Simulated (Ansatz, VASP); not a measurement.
MgO: VASP beside Ansatz

INCAR

```
SYSTEM = MgO
PREC = Accurate ; ENCUT = 520
EDIFF = 1E-7 ; ISMEAR = 0
SIGMA = 0.05 ; LREAL = .FALSE.
LASPH = .TRUE. ; NELM = 80
ALGO = Normal ; ISIF = 2
LWAVE = .FALSE. ; LCHARG = .TRUE.
GGA = PS ; LELF = .TRUE.
LVHAR = .TRUE. ; NBANDS = 16
```

File KPOINTS:

```
regular mesh
0
G
  9 9 6
  0 0 0
```

Contents of POSCAR:

```
MgO
1.0
    3.1878000000      0.0000000000      0.0000000000
   -1.5939000000      2.7607157822      0.0000000000
    0.0000000000      0.0000000000      5.1198000000
Mg O
2 2
Direct
    0.3333333333      0.6666666667      0.0036583380
    0.6666666667      0.3333333333      0.5036583380
    0.3333333333      0.6666666667      0.4009416620
    0.6666666667      0.3333333333      0.9009416620
```

Input for Ansatz:

```yaml
crystal:
  lattice:
    - [3.1878, 0.0, 0.0]
    - [-1.5939, 2.7607157822, 0.0]
    - [0.0, 0.0, 5.1198]
  atoms:
    - { symbol: Mg, position: [0.3333333333, 0.6666666667, 0.003658338] }
    - { symbol: Mg, position: [0.6666666667, 0.3333333333, 0.503658338] }
    - { symbol: O, position: [0.3333333333, 0.6666666667, 0.400941662] }
    - { symbol: O, position: [0.6666666667, 0.3333333333, 0.900941662] }
basis:
  ecutwfc: 520.0
kpoints:
  mp_grid: { grid: [9, 9, 6] }
hamiltonian:
  xc: pbesol
  pseudopotentials: { kind: paw, azcp: { folder: soft_1 } }
scf:
  occupations: { method: gaussian, width: 0.05 }
output:
  forces: true
  stress: true
  eigenvalues: true
```

Alike in both runs: task single point; functional PBEsol; k mesh 9 × 9 × 6; occupations gaussian, width 0.05 eV; no spin polarisation.

|  | VASP | Ansatz |
| --- | --- | --- |
| version | VASP 6.6.1 | Ansatz 0.2.0 |
| potentials or method | VASP PAW PBE potentials, release 64 (Mg, O), cutoff 520 eV | scalar-relativistic, plane waves, PAW |
| valence electrons in the cell | 16 | 32 |

```tsv
	VASP	Ansatz	Ansatz less VASP
gap on the k mesh at the Fermi level (eV)	3.74	3.74	+0.002
least direct gap on the mesh (eV)	3.74	3.74	+0.002
pressure (GPa)	8.0	8.2	+0.14
traceless stress, the component that is largest in VASP (GPa)	-8.99	-8.83	+0.155
rms of the force components (eV/Å)	0.322	0.315	-0.0069
```

VASP's potentials were made for PBE, not for PBEsol, and Ansatz warns of the same on its side. Atom by atom the forces differ by 0.007 eV/Å (rms over components). With one functional, cell and mesh, what is left measures potentials, basis and numerics. VASP's potentials hold 16 valence electrons a cell and Ansatz's 32, so a difference there can come from the potentials and not from the codes.
